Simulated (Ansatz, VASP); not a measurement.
## One calculation of Si8Ni3, two programs

INCAR

```
PREC = Accurate
ENCUT = 520
EDIFF = 1E-6
ISMEAR = 0
SIGMA = 0.1
LREAL = F
LASPH = T
NELM = 100
ALGO = Normal
ISIF = 2
LWAVE = F
LCHARG = F
LDIPOL = T
IDIPOL = 3
DIPOL = 0.5 0.5 0.500
GGA = PS
NBANDS = 42
```

The input KPOINTS:

```
regular mesh
0
Gamma
  9 9 1
```

Contents of POSCAR:

```
Si8Ni3
1.0
    3.8123023599      0.0000000000      0.0000000000
   -1.9061511800      3.3015506906      0.0000000000
    0.0000000000      0.0000000000     32.8945614482
Si Ni
8 3
Direct
    0.6666666667      0.3333333333      0.3344017830
    0.0000000000      0.0000000000      0.3817155593
    0.3333333333      0.6666666667      0.4290293356
    0.6666666667      0.3333333333      0.4763431119
    0.0000000000      0.0000000000      0.5236568881
    0.3333333333      0.6666666667      0.5709706644
    0.6666666667      0.3333333333      0.6182844407
    0.0000000000      0.0000000000      0.6655982170
    0.6666666667      0.3333333333      0.4053724474
    0.3333333333      0.6666666667      0.5000000000
    0.0000000000      0.0000000000      0.5946275526
```

Input for Ansatz:

```yaml
crystal:
  lattice:
    - [3.8123023599, 0.0, 0.0]
    - [-1.90615118, 3.3015506906, 0.0]
    - [0.0, 0.0, 32.8945614482]
  atoms:
    - { symbol: Si, position: [0.6666666667, 0.3333333333, 0.334401783] }
    - { symbol: Si, position: [0.0, 0.0, 0.3817155593] }
    - { symbol: Ni, position: [0.6666666667, 0.3333333333, 0.4053724474] }
    - { symbol: Si, position: [0.3333333333, 0.6666666667, 0.4290293356] }
    - { symbol: Si, position: [0.6666666667, 0.3333333333, 0.4763431119] }
    - { symbol: Ni, position: [0.3333333333, 0.6666666667, 0.5] }
    - { symbol: Si, position: [0.0, 0.0, 0.5236568881] }
    - { symbol: Si, position: [0.3333333333, 0.6666666667, 0.5709706644] }
    - { symbol: Ni, position: [0.0, 0.0, 0.5946275526] }
    - { symbol: Si, position: [0.6666666667, 0.3333333333, 0.6182844407] }
    - { symbol: Si, position: [0.0, 0.0, 0.665598217] }
basis:
  ecutwfc: 420
kpoints:
  mp_grid: { grid: [9, 9, 1] }
hamiltonian:
  xc: pbesol
scf:
  occupations: { method: gaussian, width: 0.1 }
output:
  forces: true
  stress: true
  eigenvalues: true
  write_density: true
  write_potential: true
  elf: true
  volumetric_format: npy
efield:
  axis: 3
  dipole_correction: true
  ramp_width: 0.04
```

Alike in both runs: task single point; functional PBEsol; k mesh 9 × 9 × 1; occupations gaussian, width 0.1 eV; no spin polarisation.

```csv
,VASP,Ansatz
version,VASP 6.6.1,Ansatz 0.2.0
potentials or method,"VASP PAW PBE potentials, release 64 (Si, Ni), cutoff 520 eV","scalar-relativistic, plane waves, PAW"
valence electrons in the cell,62,86
```

```csv
,VASP,Ansatz,Ansatz less VASP
gap on the k mesh at the Fermi level (eV),none,none,-
rms of the force components (eV/Å),0.335,0.336,+0.0009
```

VASP's potentials were made for PBE, not for PBEsol. A gap of «none» marks a metal or a gap that the smearing closes. VASP's potentials hold 62 valence electrons a cell and Ansatz's 86, so a difference there can come from the potentials and not from the codes.
